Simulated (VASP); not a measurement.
**Co3Bi: single point with PBE**

Co3Bi:

```
Co Bi
1.0
     0.00000    3.16198    3.16198
     3.16198    0.00000    3.16198
     3.16198    3.16198    0.00000
Co Bi
3 1
Direct
  0.25000 0.25000 0.25000
  0.75000 0.75000 0.75000
  0.50000 0.50000 0.50000
  0.00000 0.00000 0.00000
```

```
Program             : VASP 6.6.1
Task                : single point
Functional          : PBE
Potentials or basis : VASP PAW PBE potentials, release 64 (Co, Bi_d)
Cutoff              : 520 eV
k mesh              : 6 × 6 × 6
Occupations         : gaussian, width 0.1 eV
Spin                : collinear spin, ferromagnetic start
Starting moments    : [2.0, 2.0, 2.0, 0.0] μB
```

```yaml
Pressure: -9.8 GPa
Net_moment: 4.58 μB per cell
Site_moments: Co +1.49, +1.74; Bi -0.00 μB
Valence_electrons_inside_the_program's_atomic_spheres: Co 8.02, 7.89; Bi 12.90
```

Levels at points of the mesh, in eV from the Fermi level:
Spin up:
```csv
k point,band 19,band 20,band 21,band 22,band 23,band 24,band 25,band 26,band 27,band 28
"(0.00, 0.00, 0.00)",-1.41,-1.36,-1.36,-0.91,2.13,2.13,2.13,4.12,4.12,4.12
"(0.50, 0.00, 0.00)",-1.68,-1.34,-1.34,-1.34,0.65,1.51,1.51,3.14,3.14,4.35
"(0.50, 0.50, 0.00)",-1.63,-1.58,-1.52,-1.37,-1.25,-1.25,0.89,2.35,8.93,8.93
```
Spin down:
| k point | band 16 | band 17 | band 18 | band 19 | band 20 | band 21 | band 22 | band 23 |
| --- | --- | --- | --- | --- | --- | --- | --- | --- |
| (0.00, 0.00, 0.00) | -0.15 | -0.15 | -0.15 | 0.14 | 0.14 | 0.47 | 0.47 | 2.64 |
| (0.50, 0.00, 0.00) | -0.63 | -0.63 | -0.04 | -0.04 | 0.32 | 0.32 | 0.36 | 1.10 |
| (0.50, 0.50, 0.00) | -0.93 | -0.67 | -0.41 | -0.34 | 0.28 | 0.43 | 0.43 | 0.44 |

Run time: 48 s on 1 thread of Intel(R) Xeon(R) 6975P-C (Granite Rapids) (shared host), peak memory 0.26 GiB.

Caveat: spin-orbit coupling is left out, which moves the levels of the heavy elements.
